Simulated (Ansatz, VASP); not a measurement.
## One calculation of TiAl, two programs

File POSCAR:

```
TiAl
1.0
    2.6534522752      0.0000000000      0.0000000000
   -1.3267261376      2.2979570781      0.0000000000
    0.0000000000      0.0000000000      4.6338675649
Ti Al
1 1
Direct
    0.0000000000      0.0000000000      0.0000000000
    0.3333333333      0.6666666667      0.5000000000
```

INCAR.step1

```
SYSTEM = TiAl
ALGO = Normal ; EDIFF = 1E-4
ENCUT = 520 ; GGA = PE
ISMEAR = 0 ; LASPH = .TRUE.
LCHARG = .FALSE. ; LREAL = .FALSE.
LWAVE = .TRUE. ; NBANDS = 14
NELM = 100 ; PREC = Accurate
SIGMA = 0.15
```

File INCAR.step2:

```
SYSTEM = TiAl
ALGO = Normal ; EDIFF = 1E-7
ENCUT = 520 ; ISIF = 2
ISMEAR = 0 ; ISTART = 1
LASPH = .TRUE. ; LCHARG = .FALSE.
LMIXTAU = .TRUE. ; LREAL = .FALSE.
LWAVE = .FALSE. ; METAGGA = R2SCAN
NBANDS = 14 ; NELM = 100
PREC = Accurate ; SIGMA = 0.15
```

The input KPOINTS:

```
k-points
0
G
  24 24 14
  0 0 0
```

Input for Ansatz:

```yaml
crystal:
  lattice:
    - [2.6534522752, 0.0, 0.0]
    - [-1.3267261376, 2.2979570781, 0.0]
    - [0.0, 0.0, 4.6338675649]
  atoms:
    - { symbol: Ti, position: [0.0, 0.0, 0.0] }
    - { symbol: Al, position: [0.3333333333, 0.6666666667, 0.5] }
basis:
  ecutwfc: 500
kpoints:
  mp_grid: { grid: [24, 24, 14] }
hamiltonian:
  xc: r2scan
scf:
  occupations: { method: gaussian, width: 0.15 }
output:
  forces: true
  stress: true
  eigenvalues: true
```

Change from the starting cell: strain -0.0750 x Voigt [1, 1, 0, 0, 0, 0], atoms carried along.

Alike in both runs: task single point; functional r2SCAN; k mesh 24 × 24 × 14; occupations gaussian, width 0.15 eV; no spin polarisation.

```csv
,VASP,Ansatz
version,VASP 6.6.1,Ansatz 0.2.0
potentials or method,"VASP PAW PBE potentials, release 64 (Ti_sv, Al), cutoff 520 eV","scalar-relativistic, plane waves, PAW"
valence electrons in the cell,15,15
```

|  | VASP | Ansatz | Ansatz less VASP |
| --- | --- | --- | --- |
| gap on the k mesh at the Fermi level (eV) | none | none | - |
| pressure (GPa) | 22.6 | 22.4 | -0.20 |
| traceless stress, the component that is largest in VASP (GPa) | -10.60 | -10.61 | -0.009 |

VASP's potentials were made for PBE, not for r2SCAN. A gap of «none» marks a metal or a gap that the smearing closes. The functional is the same, so the differences come from potentials, cutoffs and numerics.
